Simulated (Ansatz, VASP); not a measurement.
# One calculation of Ir, two programs

```
CELL_PARAMETERS angstrom
4.30811 0.00000 0.00000
-2.15405 3.73093 0.00000
0.00000 0.00000 2.64087
ATOMIC_POSITIONS crystal
Ir 0.00000 0.00000 0.00000
Ir 0.33333 0.66667 0.50000
Ir 0.66667 0.33333 0.50000
```

Alike in both runs: task relaxation of cell and atoms; functional LDA; k mesh 9 × 9 × 12; occupations fermi-dirac, width 0.1 eV; no spin polarisation.

|  | VASP | Ansatz |
| --- | --- | --- |
| version | VASP 6.6.1 | Ansatz 0.2.0 |
| potentials or method | VASP PAW LDA potentials, release 64 (Ir), cutoff 600 eV | plane waves (420 eV) with PAW, scalar-relativistic |
| valence electrons in the cell | 27 | 51 |

|  | VASP | Ansatz | Ansatz less VASP |
| --- | --- | --- | --- |
| relaxed volume (Å³/atom) | 14.36 | 14.27 | -0.086 |
| relaxed length of the cell vector where the two differ most in proportion (Å) | 4.322 | 4.313 | -0.0091 |

Ansatz warns that its potentials were made for another functional, while VASP's fit it. LDA's correlation is that of Perdew and Zunger in VASP and of Perdew and Wang (1992) in Ansatz. VASP's potentials hold 27 valence electrons a cell and Ansatz's 51, so a difference there can come from the potentials and not from the codes.

Neither program's run includes spin-orbit coupling.
